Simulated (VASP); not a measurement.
Set up this calculation in VASP 6.6.1, as the native input.

```yaml
Task: single point
Functional: PBE
Potentials_or_basis: VASP PAW PBE potentials, release 64 (Zr_sv, F)
Cutoff: 520 eV
k_mesh: 4 × 4 × 6
Occupations: gaussian, width 0.1 eV
Spin: no spin polarisation
Dipole_correction: no
Further_INCAR_settings: ALGO = Normal; EDIFF = 1e-07; NBANDS = 20
```

The structure of ZrF2 lies in POSCAR:

```
ZrF2
1.0
    4.2380281779      0.0000000000      0.0000000000
    0.0000000000      4.2380281779      0.0000000000
    0.0000000000      0.0000000000      2.9850156081
Zr F
1 2
Direct
    0.5000000000      0.5000000000      0.0000000000
    0.0000000000      0.5000000000      0.0000000000
    0.5000000000      0.0000000000      0.0000000000
```

The cell was built from a structure type or drawn by symmetry, and may not be a known phase.

The input as run:

INCAR

```
SYSTEM = ZrF2
ALGO = Normal ; EDIFF = 1E-7
ENCUT = 520 ; GGA = PE
ISIF = 2 ; ISMEAR = 0
LASPH = .True. ; LCHARG = .False.
LREAL = .False. ; LWAVE = .False.
NBANDS = 20 ; NELM = 100
PREC = Accurate ; SIGMA = 0.1
```

KPOINTS

```
k-points
0
Gamma
  4 4 6
  0 0 0
```

Potentials or basis: VASP PAW PBE potentials, release 64 (Zr_sv, F).

Command:

```console
$ cat potpaw_PBE.64/Zr_sv/POTCAR potpaw_PBE.64/F/POTCAR > POTCAR
$ mpirun -np 1 vasp_std > vasp.out
```

It gave:

| Item | Value |
| --- | --- |
| Pressure | 0.0 GPa |
| Band gap on the k mesh | zero (bands 13 and 14 overlap by 1.82 eV) |

Caveat: the k points lie up to 0.37 Å⁻¹ apart, too coarse for converged energies and pressures of a metal.

It took 12 s on 1 thread of AMD EPYC 9R45 96-Core Processor (Zen 5), with other jobs on the host, peak memory 0.14 GiB.
